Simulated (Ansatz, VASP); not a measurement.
**SiO2 in VASP and in Ansatz**

Contents of INCAR:

```
PREC     = Accurate       # precision mode
ENCUT    = 520            # plane-wave cutoff, eV
EDIFF    = 1E-7           # SCF threshold, eV
ISMEAR   = -1             # smearing method
SIGMA    = 0.05           # smearing width, eV
LREAL    = F              # projectors in reciprocal space
LASPH    = T              # aspherical terms in the spheres
NELM     = 60             # most SCF steps
ALGO     = Normal         # electronic algorithm
ISIF     = 2              # what is computed and relaxed
LWAVE    = F              # write WAVECAR
LCHARG   = F              # write CHGCAR
GGA      = PS             # functional
NBANDS   = 44             # bands
```

The input KPOINTS:

```
Automatic mesh
0
Gamma
  6 6 6
```

POSCAR

```
SiO2
1.0
   -4.4720405200      4.4720405200      2.6117703500
    4.4720405200     -4.4720405200      2.6117703500
    4.4720405200      4.4720405200     -2.6117703500
Si O
4 8
Direct
    0.8231114200      0.8231114200      0.6462228400
    0.1768885800      0.8231114200      0.0000000000
    0.8231114200      0.1768885800      0.0000000000
    0.1768885800      0.1768885800      0.3537771600
    0.0000000000      0.7914513400      0.7914513400
    0.2085486600      0.0000000000      0.2085486600
    0.7914513400      0.0000000000      0.7914513400
    0.0000000000      0.2085486600      0.2085486600
    0.0000000000      0.0000000000      0.5000000000
    0.5000000000      0.0000000000      0.0000000000
    0.0000000000      0.5000000000      0.0000000000
    0.5000000000      0.5000000000      0.5000000000
```

input.yaml

```yaml
crystal:
  lattice:
    - [-4.47204052, 4.47204052, 2.61177035]
    - [4.47204052, -4.47204052, 2.61177035]
    - [4.47204052, 4.47204052, -2.61177035]
  atoms:
    - { symbol: Si, position: [0.82311142, 0.82311142, 0.64622284] }
    - { symbol: Si, position: [0.17688858, 0.82311142, 0.0] }
    - { symbol: Si, position: [0.82311142, 0.17688858, 0.0] }
    - { symbol: Si, position: [0.17688858, 0.17688858, 0.35377716] }
    - { symbol: O, position: [0.0, 0.79145134, 0.79145134] }
    - { symbol: O, position: [0.20854866, 0.0, 0.20854866] }
    - { symbol: O, position: [0.79145134, 0.0, 0.79145134] }
    - { symbol: O, position: [0.0, 0.20854866, 0.20854866] }
    - { symbol: O, position: [0.0, 0.0, 0.5] }
    - { symbol: O, position: [0.5, 0.0, 0.0] }
    - { symbol: O, position: [0.0, 0.5, 0.0] }
    - { symbol: O, position: [0.5, 0.5, 0.5] }
hamiltonian:
  xc: pbesol
  pseudopotentials: { kind: paw }
kpoints:
  mp_grid: { grid: [6, 6, 6] }
  band_path:
    path:
      - [[0.0, 0.0, 0.0], [0.0, 0.0, 0.5], [-0.5, 0.5, 0.5], [0.0, 0.0, 0.0], [0.3352704438, 0.3352704438, -0.3352704438], [0.25, 0.25, 0.25], [0.0, 0.5, 0.0], [-0.3352704438, 0.6647295562, 0.3352704438], [-0.5, 0.5, 0.5]]
      - [[0.0, 0.0, 0.5], [0.25, 0.25, 0.25]]
    npoints: 10
scf:
  occupations: { method: fermi_dirac, width: 0.05 }
  n_extra_bands: 30
output:
  forces: true
  stress: true
  eigenvalues: true
  fatbands: true
```

Alike in both runs: functional PBEsol; k mesh 6 × 6 × 6; occupations fermi-dirac, width 0.05 eV; no spin polarisation.

|  | VASP | Ansatz |
| --- | --- | --- |
| version | VASP 6.6.1 | Ansatz 0.2.0 |
| potentials or method | VASP PAW PBE potentials, release 64 (Si, O) | Ansatz PAW |
| plane-wave cutoff (eV) | 520 | 420 |
| valence electrons in the cell | 64 | 64 |
| task | single point | band structure |

```csv
,VASP,Ansatz,Ansatz less VASP
gap on the k mesh at the Fermi level (eV),5.53,5.53,+0.003
least direct gap on the mesh (eV),5.53,5.54,+0.003
pressure (GPa),2.2,1.8,-0.41
"traceless stress, the component that is largest in VASP (GPa)",0.16,0.16,+0.010
rms of the force components (eV/Å),0.048,0.051,+0.0028
```

VASP's potentials were made for PBE, not for PBEsol. Atom by atom the forces differ by 0.010 eV/Å (rms over components). The functional is the same, so the differences come from potentials, cutoffs and numerics.
